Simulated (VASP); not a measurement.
Input of a VASP 6.6.1 run:

INCAR

```
SYSTEM = MgB2
  PREC = Accurate
  ENCUT = 520
  EDIFF = 1E-6
  ISMEAR = 0
  SIGMA = 0.1
  LREAL = .False.
  LASPH = .True.
  NELM = 60
  ALGO = Normal
  ISIF = 2
  LWAVE = .False.
  LCHARG = .False.
  GGA = PS
  NBANDS = 11
```

KPOINTS

```
Automatic mesh
0
Gamma
  18 18 12
  0 0 0
```

File POSCAR:

```
MgB2
1.0
    3.0398933145      0.0000000000      0.0000000000
   -1.5199466573      2.6326248351      0.0000000000
    0.0000000000      0.0000000000      3.4458156756
Mg B
1 2
Direct
    0.0000000000      0.0000000000      0.0000000000
    0.3333333333      0.6666666667      0.5000000000
    0.6666666667      0.3333333333      0.5000000000
```

Potentials or basis: VASP PAW PBE potentials, release 64 (Mg, B).

The run is started by

```sh
$ cat potpaw_PBE.64/Mg/POTCAR potpaw_PBE.64/B/POTCAR > POTCAR
$ mpirun -np 1 vasp_std > vasp.out
```

**Question.** Predict the band gap on the k mesh.

**Answer.** Zero (band 4 reaches 7.45 eV, above the bottom of band 5 at 3.44 eV).

**Question.** What does it give for the pressure?

**Answer.** 4.8 GPa.

Stress tensor (GPa, compression positive):
```
4.85 0.00 0.00
0.00 4.85 0.00
0.00 0.00 4.58
```

Caveat: the PAW data sets were made with another functional, which shifts forces and pressure a little.
